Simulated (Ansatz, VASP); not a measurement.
# NaHF2: VASP beside Ansatz

```
Na H F
1.0
     1.69388    0.97796    4.63887
    -1.69388    0.97796    4.63887
     0.00000   -1.95592    4.63887
Na H F
1 1 2
Direct
  0.00000 0.00000 0.00000
  0.50000 0.50000 0.50000
  0.41000 0.41000 0.41000
  0.59000 0.59000 0.59000
```

Change from the starting cell: equal xx and yy strain of -2 %, crystal datasets.

Alike in both runs: task electric field gradients; functional LDA; k mesh 10 × 10 × 10; occupations fermi-dirac, width 0.02 eV; no spin polarisation.

```csv
,VASP,Ansatz
version,VASP 6.6.1,Ansatz 0.2.0
potentials or method,"VASP PAW LDA potentials, release 64 (Na_pv, H, F), cutoff 520 eV","all-electron PAW with datasets made for the crystal, scalar-relativistic"
```

```csv
,VASP,Ansatz,Ansatz less VASP
gap on the k mesh at the Fermi level (eV),6.41,6.44,+0.025
pressure (GPa),-6.0,-6.0,+0.04
"traceless stress, the component that is largest in VASP (GPa)",-11.81,-12.19,-0.383
rms of the force components (eV/Å),0.911,0.929,+0.0187
size of Vzz on the site where it differs most (V/Å²),119.1,116.3,-2.82
```

LDA's correlation is that of Perdew and Zunger in VASP and of Perdew and Wang (1992) in Ansatz. Atom by atom the forces differ by 0.019 eV/Å (rms over components). Ansatz ran all-electron here, and VASP with PAW potentials.
